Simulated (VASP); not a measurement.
A run of VASP 6.6.1:

Contents of INCAR:

```
SYSTEM = BN
PREC     = Accurate       ! precision mode
ENCUT    = 520            ! plane-wave cutoff, eV
EDIFF    = 1E-7           ! SCF threshold, eV
ISMEAR   = 0              ! smearing method
SIGMA    = 0.05           ! smearing width, eV
LREAL    = .False.        ! projectors in reciprocal space
LASPH    = .True.         ! aspherical terms in the spheres
NELM     = 80             ! most SCF steps
ALGO     = Normal         ! electronic algorithm
ISIF     = 2              ! what is computed and relaxed
LWAVE    = .False.        ! write WAVECAR
LCHARG   = .False.        ! write CHGCAR
IBRION   = 2              ! ionic algorithm
NSW      = 50             ! ionic steps
EDIFFG   = -0.01          ! ionic threshold
```

The input KPOINTS:

```
regular mesh
0
Gamma
  12 12 4
  0 0 0
```

File POSCAR:

```
BN
1.0
    2.3059555345      0.0000000000      0.0000000000
   -1.1529777672      2.1549757989      0.0000000000
    0.0000000000      0.0000000000      6.9713748937
B N
2 2
Direct
    0.3333333333      0.6666666667      0.2500000000
    0.6666666667      0.3333333333      0.7500000000
    0.3333333333      0.6666666667      0.7500000000
    0.6666666667      0.3333333333      0.2500000000
```

Potentials or basis: VASP PAW LDA potentials, release 64 (B, N).

Run with:

```console
$ cat potpaw_LDA.64/B/POTCAR potpaw_LDA.64/N/POTCAR > POTCAR
$ mpirun -np 1 vasp_std > vasp.out
```

Hardware: 1 thread of Oxide Virtual Turin-like Processor (shared host).

Problem. How long does it take, and how much memory?

Solution. It took 4.4 min on 1 thread of Oxide Virtual Turin-like Processor, on a shared host, peak memory 0.13 GiB. Counts: scf iterations 49, k points 129, ion steps 8.
